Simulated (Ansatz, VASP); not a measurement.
**Two plane-wave programs on BN**

The input INCAR:

```
SYSTEM = BN
ALGO = Normal
EDIFF = 1E-7
EDIFFG = -0.01
ENCUT = 600
GGA = PE
IBRION = 2
ISIF = 3
ISMEAR = 0
LASPH = .True.
LCHARG = .False.
LREAL = .False.
LWAVE = .False.
NELM = 80
NSW = 100
PREC = Accurate
SIGMA = 0.02
```

Contents of KPOINTS:

```
k-points
0
Gamma
  12 12 12
  0 0 0
```

File POSCAR:

```
BN
1.0
    0.0000000000      1.8075000000      1.8075000000
    1.8075000000      0.0000000000      1.8075000000
    1.8075000000      1.8075000000      0.0000000000
B N
1 1
Direct
    0.0000000000      0.0000000000      0.0000000000
    0.2500000000      0.2500000000      0.2500000000
```

Input for Ansatz:

```yaml
crystal:
  lattice:
    - [0.0, 1.8075, 1.8075]
    - [1.8075, 0.0, 1.8075]
    - [1.8075, 1.8075, 0.0]
  atoms:
    - { symbol: B, position: [0.0, 0.0, 0.0] }
    - { symbol: "N", position: [0.25, 0.25, 0.25] }
basis:
  ecutwfc: 420
kpoints:
  mp_grid: { grid: [12, 12, 12] }
hamiltonian:
  xc: pbe
scf:
  occupations: { method: gaussian, width: 0.02 }
output:
  forces: true
  stress: true
  eigenvalues: true
relax:
  adjacent_minimum: "off"
  f_tol: 0.01
  max_steps: 80
  cell: { stress_tol: 0.05 }
```

Alike in both runs: task relaxation of cell and atoms; functional PBE; k mesh 12 × 12 × 12; occupations gaussian, width 0.02 eV; no spin polarisation.

|  | VASP | Ansatz |
| --- | --- | --- |
| version | VASP 6.6.1 | Ansatz 0.2.0 |
| potentials or method | VASP PAW PBE potentials, release 64 (B, N), cutoff 600 eV | scalar-relativistic, plane waves, PAW |
| valence electrons in the cell | 8 | 8 |

```tsv
	VASP	Ansatz	Ansatz less VASP
gap on the k mesh at the Fermi level, each at its own relaxed structure (eV)	4.45	4.46	+0.012
relaxed volume (Å³/atom)	5.95	5.95	0.000
relaxed cell length with the largest relative difference (Å)	2.563	2.563	+0.0001
```
